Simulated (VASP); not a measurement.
Input of a VASP 6.6.1 run:

INCAR

```
SYSTEM = InSe2
PREC = Accurate ; ENCUT = 500
EDIFF = 1E-7 ; ISMEAR = 0
SIGMA = 0.1 ; LREAL = .FALSE.
LASPH = .TRUE. ; NELM = 120
ALGO = Normal ; ISIF = 3
LWAVE = .FALSE. ; LCHARG = .FALSE.
GGA = PE ; IBRION = 2
NSW = 80 ; EDIFFG = -0.01
GGA_COMPAT = .FALSE. ; NELMIN = 4
```

The input KPOINTS:

```
regular mesh
0
G
  10 10 4
  0 0 0
```

The input POSCAR:

```
InSe2
1.0
    3.8948930000      0.0000000000      0.0000000000
    0.0000000000      3.8948930000      0.0000000000
    0.0000000000      0.0000000000      9.6262310000
In Se
2 4
Direct
    0.0000000000      0.5000000000      0.7064680000
    0.5000000000      0.0000000000      0.2935320000
    0.0000000000      0.5000000000      0.3662120000
    0.5000000000      0.0000000000      0.6337880000
    0.0000000000      0.0000000000      0.0000000000
    0.5000000000      0.5000000000      0.0000000000
```

Potentials or basis: VASP PAW PBE potentials, release 64 (In_d, Se).

Command:

```console
$ cat potpaw_PBE.64/In_d/POTCAR potpaw_PBE.64/Se/POTCAR > POTCAR
$ mpirun -np 1 vasp_std > vasp.out
```

Problem. What does it give for the space group after relaxing (to 0.1 Å)?

Solution. P4/nmm (No. 129).

Problem. What does it give for the band gap on the k mesh?

Solution. Zero (bands 25 and 26 overlap by 2.08 eV).

Problem. What does it give for the relaxed cell?

Solution. a = 3.885 Å, b = 3.885 Å, c = 9.751 Å, α = 90.00°, β = 90.00°, γ = 90.00°.

Forces on the atoms (eV/Å):
```
In   0.000  0.000 -0.008
In   0.000  0.000  0.008
Se   0.000  0.000 -0.002
Se   0.000  0.000  0.002
Se   0.000  0.000  0.000
Se   0.000  0.000  0.000
```

Caveat: spin-orbit coupling is left out, which moves the levels of the heavy elements.
